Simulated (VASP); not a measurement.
# WC in VASP: notebook, part 2 of 2

VASP 6.6.1. The steps go on from the part before.

## (3) Single point, PBEsol

INCAR reads:

```
SYSTEM = WC
ALGO = Normal ; EDIFF = 1E-7
ENCUT = 520 ; GGA = PS
ISIF = 2 ; ISMEAR = -1
LASPH = .True. ; LCHARG = .False.
LREAL = .False. ; LWAVE = .False.
NBANDS = 16 ; NELM = 60
PREC = Accurate ; SIGMA = 0.1
```

KPOINTS reads:

```
k-points
0
Gamma
  13 13 13
  0 0 0
```

POSCAR reads:

```
WC
1.0
    0.0000000000      2.1926840000      2.1926840000
    2.1926840000      0.0000000000      2.1926840000
    2.1926840000      2.1926840000      0.0000000000
W C
1 1
Direct
   -0.0114015517     -0.0114015517      0.0114015517
    0.5000000000      0.5000000000      0.5000000000
```

Potentials or basis: VASP PAW PBE potentials, release 64 (W_sv, C).

Run with:

```
> cat potpaw_PBE.64/W_sv/POTCAR potpaw_PBE.64/C/POTCAR > POTCAR
> mpirun -np 1 vasp_std > vasp.out
```

OUTCAR:

```text
SYSTEM = WC
   EDIFF = 1E-7
   ENCUT = 520
   GGA = PS
   ISIF = 2
   ISMEAR = -1
   LASPH = .True.
   LREAL = .False.
   NELM = 60
   PREC = Accurate

 ion  position               nearest neighbor table
   1  0.989  0.989  0.011-   2 2.14   2 2.19   2 2.19   2 2.19   2 2.19   2 2.24
   2  0.500  0.500  0.500-   1 2.14   1 2.19   1 2.19   1 2.19   1 2.19   1 2.24

  LATTYP: Found a face centered cubic cell.
 ALAT       =     4.3853680000

  Lattice vectors:

 A1 = (   0.0000000000,   2.1926840000,   2.1926840000)
 A2 = (   2.1926840000,   0.0000000000,   2.1926840000)
 A3 = (   2.1926840000,   2.1926840000,   0.0000000000)

Analysis of symmetry for initial positions (statically):
=====================================================================
 Subroutine PRICEL returns:
 Original cell was already a primitive cell.

 Routine SETGRP: Setting up the symmetry group for a
 face centered cubic supercell.

 Subroutine GETGRP returns: Found  8 space group operations
 (whereof  8 operations were pure point group operations)
 out of a pool of 48 trial point group operations.

The static configuration has the point symmetry C_4v.

Analysis of symmetry for dynamics (positions and initial velocities):
=====================================================================
 Subroutine PRICEL returns:
 Original cell was already a primitive cell.

 Routine SETGRP: Setting up the symmetry group for a
 face centered cubic supercell.

 Subroutine GETGRP returns: Found  8 space group operations
 (whereof  8 operations were pure point group operations)
 out of a pool of 48 trial point group operations.

The dynamic configuration has the point symmetry C_4v.

 Subroutine INISYM returns: Found  8 space group operations
 (whereof  8 operations are pure point group operations),
 and found     1 'primitive' translations

----------------------------------------------------------------------------------------

                                     Primitive cell

  volume of cell :      21.0842

  direct lattice vectors                    reciprocal lattice vectors
     0.000000000  2.192684000  2.192684000    -0.228031034  0.228031034  0.228031034
     2.192684000  0.000000000  2.192684000     0.228031034 -0.228031034  0.228031034
     2.192684000  2.192684000  0.000000000     0.228031034  0.228031034 -0.228031034

  length of vectors
     3.100923451  3.100923451  3.100923451     0.394961337  0.394961337  0.394961337

  position of ions in fractional coordinates (direct lattice)
     0.988598448  0.988598448  0.011401552
     0.500000000  0.500000000  0.500000000

  ion indices of the primitive-cell ions
   primitive index   ion index
                 1           1
                 2           2

----------------------------------------------------------------------------------------

 KPOINTS: k-points

Automatic generation of k-mesh.
 Grid dimensions read from file:
 generate k-points for:   13   13   13

 Generating k-lattice:

  Cartesian coordinates                     Fractional coordinates (reciprocal lattice)
    -0.017540849  0.017540849  0.017540849     0.076923077  0.000000000  0.000000000
     0.017540849 -0.017540849  0.017540849     0.000000000  0.076923077  0.000000000
     0.017540849  0.017540849 -0.017540849     0.000000000  0.000000000  0.076923077

  Length of vectors
     0.030381641  0.030381641  0.030381641

  Shift w.r.t. Gamma in fractional coordinates (k-lattice)
     0.000000000  0.000000000  0.000000000

 Subroutine IBZKPT returns following result:
 ===========================================

 Found    196 irreducible k-points:

 Following reciprocal coordinates:
            Coordinates               Weight
  0.000000  0.000000  0.000000      1.000000
  0.076923  0.000000  0.000000      8.000000
  0.153846  0.000000  0.000000      8.000000
  0.230769  0.000000  0.000000      8.000000
  0.307692  0.000000  0.000000      8.000000
  0.384615  0.000000  0.000000      8.000000
[... 16 lines left out ...]
  0.000000 -0.384615  0.076923     16.000000
 -0.307692  0.076923  0.000000      8.000000
 [... further k-points ...]
   k-points           NKPTS =    196   k-points in BZ     NKDIM =    196   number of bands    NBANDS=     16
   number of dos      NEDOS =    301   number of ions     NIONS =      2
   total plane-waves  NPLWV =  13824
   dimension x,y,z NGX =    24 NGY =   24 NGZ =   24
   dimension x,y,z NGXF=    48 NGYF=   48 NGZF=   48
   ions per type =               1   1
   NGX,Y,Z   is equivalent  to a cutoff of  12.87, 12.87, 12.87 a.u.
   NGXF,Y,Z  is equivalent  to a cutoff of  25.73, 25.73, 25.73 a.u.
 SYSTEM =  WC
   PREC   = accura    normal or accurate (medium, high low for compatibility)
   ISTART =      0    job   : 0-new  1-cont  2-samecut
   ICHARG =      2    charge: 1-file 2-atom 10-const
   ISPIN  =      1    spin polarized calculation?
   LNONCOLLINEAR =      F non collinear calculations
   LSORBIT =      F    spin-orbit coupling
   LASPH  =      T    aspherical Exc in radial PAW
   ENCUT  =  520.0 eV  38.22 Ry    6.18 a.u.   5.77  5.77  5.77*2*pi/ulx,y,z
   NELM   =     60;   NELMIN=  2; NELMDL= -5     # of ELM steps
   EDIFF  = 0.1E-06   stopping-criterion for ELM
   LREAL  =      F    real-space projection
   EDIFFG = 0.1E-05   stopping-criterion for IOM
   NSW    =      0    number of steps for IOM
   IBRION =     -1    ionic relax: 0-MD 1-quasi-New 2-CG
   NFREE  =      0    steps in history (QN), initial steepest desc. (CG)
   ISIF   =      2    stress and relaxation
   ISYM   =      2    0-nonsym 1-usesym 2-fastsym
   POTIM  = 0.5000    time-step for ionic-motion
   TEBEG  =    0.0;   TEEND  =   0.0 temperature during run
   PSTRESS=    0.0 pullay stress
   NELECT =      18.0000    total number of electrons
   NUPDOWN=      -1.0000    fix difference up-down
   EMIN   =  10.00;   EMAX   =-10.00  energy-range for DOS
   EFERMI =   0.00;   METHOD = LEGACY
   ISMEAR =    -1;   SIGMA  =   0.10  broadening in eV -4-tet -1-fermi 0-gaus
   EFERMI_NEDOS =   21; number of points for ismear=-14 and -15
   IALGO  =     38    algorithm
   IMIX   =      4    mixing-type and parameters
     AMIX     =   0.40;   BMIX     =  1.00
     AMIX_MAG =   1.60;   BMIX_MAG =  1.00
  volume/ion in A,a.u.               =      10.54        71.14
  Fermi-wavevector in a.u.,A,eV,Ry     =   1.553029  2.934800 32.815887  2.411900
  Thomas-Fermi vector in A             =   2.657319
   LORBIT       =      0    0 simple, 1 ext, 2 COOP (PROOUT), +10 PAW based schemes
   GGA     = PS    functional components
   LHFCALC =     F    Hartree Fock is set to
   AEXX    =    0.0000 exact exchange contribution
   IVDW    =     0    specifies the selected vdW correction
   LEPSILON=     F    determine dielectric tensor
   LRPA    =     F    only Hartree local field effects (RPA)
 non-spin polarized calculation
  energy-cutoff  :      520.00
  volume of cell :       21.08
 maximum number of plane-waves:       578
   NGX = 11   NGY = 11   NGZ = 11

 number of electron      17.9999999 magnetization

 Free energy of the ion-electron system (eV)
  ---------------------------------------------------
  ext. energy  EPLUGINS =         0.00000000
  ---------------------------------------------------
  free energy    TOTEN  =       -22.99251921 eV

  energy without entropy =      -22.95985419  energy(sigma->0) =      -22.97618670

 E-fermi :  12.2414     XC(G=0): -13.8408

 val. band max:       12.1986021797   @ k =   0.1538   0.0769   0.0000
 cond. band min:      12.2823356138   @ k =  -0.1538   0.0769   0.0000
 fundamental gap:      0.0837334341
 Fermi energy:        12.2414117232

 k-point     1 :       0.0000    0.0000    0.0000
  band No.  band energies     occupation
      1     -63.1194      2.00000
      2     -27.1182      2.00000
      3     -27.1161      2.00000
      4     -27.1161      2.00000
      5      -3.5251      2.00000
      6       9.4203      2.00000
[... 8 lines left out ...]
     15      21.8708      0.00000
     16      35.4561      0.00000
[... 419 lines left out ...]
 k-point    24 :      -0.3077    0.0769    0.0000
  band No.  band energies     occupation
      1     -63.0905      2.00000
      2     -27.5585      2.00000
      3     -27.2017      2.00000
      4     -27.1592      2.00000
      5      -0.7653      2.00000
      6       4.5261      2.00000
[... 8 lines left out ...]
     15      25.0435      0.00000
     16      26.0909      0.00000

 [... further k-points ...]

------------------------ aborting loop because EDIFF is reached ----------------------------------------

  FORCE on cell =-STRESS in cart. coord.  units (eV):
  Direction    XX          YY          ZZ          XY          YZ          ZX
  --------------------------------------------------------------------------------------
  -------------------------------------------------------------------------------------
  Total       -1.1919022     -1.1919022     -1.0194614      0.0000000      0.0000000      0.0000000
  in kB      -90.5718176    -90.5718176    -77.4681587      0.0000000      0.0000000      0.0000000
  external PRESSURE =     -86.2039313 kB  Pullay stress =       0.0000000 kB

 VOLUME and BASIS-vectors are now :
 -----------------------------------------------------------------------------
  energy-cutoff  :      520.00
  volume of cell :       21.08
      direct lattice vectors                 reciprocal lattice vectors
     0.000000000  2.192684000  2.192684000    -0.228031034  0.228031034  0.228031034
     2.192684000  0.000000000  2.192684000     0.228031034 -0.228031034  0.228031034
     2.192684000  2.192684000  0.000000000     0.228031034  0.228031034 -0.228031034

 POSITION                                       TOTAL-FORCE (eV/Angst)
 -----------------------------------------------------------------------------------
      2.19268      2.19268      4.33537         0.000000      0.000000      0.326175
      2.19268      2.19268      2.19268         0.000000      0.000000     -0.326175
 -----------------------------------------------------------------------------------
    total drift:                                0.000000      0.000000     -0.000037

  FREE ENERGIE OF THE ION-ELECTRON SYSTEM (eV)
  ---------------------------------------------------
  free  energy   TOTEN  =       -22.9925192059 eV

  energy  without entropy=      -22.9598541930  energy(sigma->0) =      -22.97618670
```

OSZICAR:

```text
N       E                     dE             d eps       ncg     rms          rms(c)
DAV:   1     0.109437652778E+03    0.10944E+03   -0.93882E+03  6272   0.125E+03
DAV:   2    -0.229917709657E+02   -0.13243E+03   -0.12757E+03  7504   0.337E+02
DAV:   3    -0.262741270122E+02   -0.32824E+01   -0.32644E+01  6800   0.501E+01
DAV:   4    -0.262909092573E+02   -0.16782E-01   -0.16781E-01  8096   0.407E+00
DAV:   5    -0.262910323176E+02   -0.12306E-03   -0.12306E-03  6864   0.330E-01    0.313E+01
DAV:   6    -0.231130762766E+02    0.31780E+01   -0.81112E+00  7880   0.268E+01    0.821E+00
DAV:   7    -0.230265320265E+02    0.86544E-01   -0.45450E-01  6336   0.536E+00    0.642E+00
DAV:   8    -0.229941262102E+02    0.32406E-01   -0.82748E-02  7304   0.234E+00    0.122E+00
DAV:   9    -0.229926471513E+02    0.14791E-02   -0.30790E-03  6816   0.505E-01    0.112E-01
DAV:  10    -0.229925176680E+02    0.12948E-03   -0.36733E-04  7856   0.217E-01    0.365E-02
DAV:  11    -0.229925194786E+02   -0.18106E-05   -0.93961E-06  6848   0.309E-02    0.869E-03
DAV:  12    -0.229925191849E+02    0.29364E-06   -0.27197E-07  7784   0.635E-03    0.376E-03
DAV:  13    -0.229925192059E+02   -0.20955E-07   -0.39156E-08  3816   0.183E-03
   1 F= -.22992519E+02 E0= -.22976187E+02  d E =-.326650E-01
```

stdout:

```text
POSCAR found type information on POSCAR W C
 POSCAR found :  2 types and       2 ions
 scaLAPACK will be used
 -----------------------------------------------------------------------------
|                                                                             |
|                                                                             |
|     You enforced a specific xc type in the INCAR file but a different       |
|     I HOPE YOU KNOW WHAT YOU ARE DOING!                                     |
|                                                                             |
 -----------------------------------------------------------------------------

 LDA part: xc-table for (Slater+PW92), standard interpolation
 POSCAR, INCAR and KPOINTS ok, starting setup
 FFT: planning ... GRIDC
 FFT: planning ... GRID_SOFT
 FFT: planning ... GRID
 WAVECAR not read
 entering main loop
```

Run time: 28 s. Hardware: 1 thread of Intel Xeon Platinum 8488C (Sapphire Rapids), shared host; peak memory 0.19 GiB.

What came out:

```yaml
Free_energy: -22.9925 eV
Pressure: -8.6 GPa
Largest_force: 0.326 eV/Å
Band_gap_on_the_k_mesh: zero (band 9 reaches 13.21 eV, above the bottom of band 10 at 10.21 eV)
```

Forces on the atoms (eV/Å):
```
W    0.000  0.000  0.326
C    0.000  0.000 -0.326
```

Stress tensor (GPa, compression positive):
```
-9.06  0.00  0.00
 0.00 -9.06  0.00
 0.00  0.00 -7.75
```

Caveat: the PAW data sets were made with another functional, which shifts forces and pressure a little; spin-orbit coupling is left out, which moves the levels of the heavy elements.
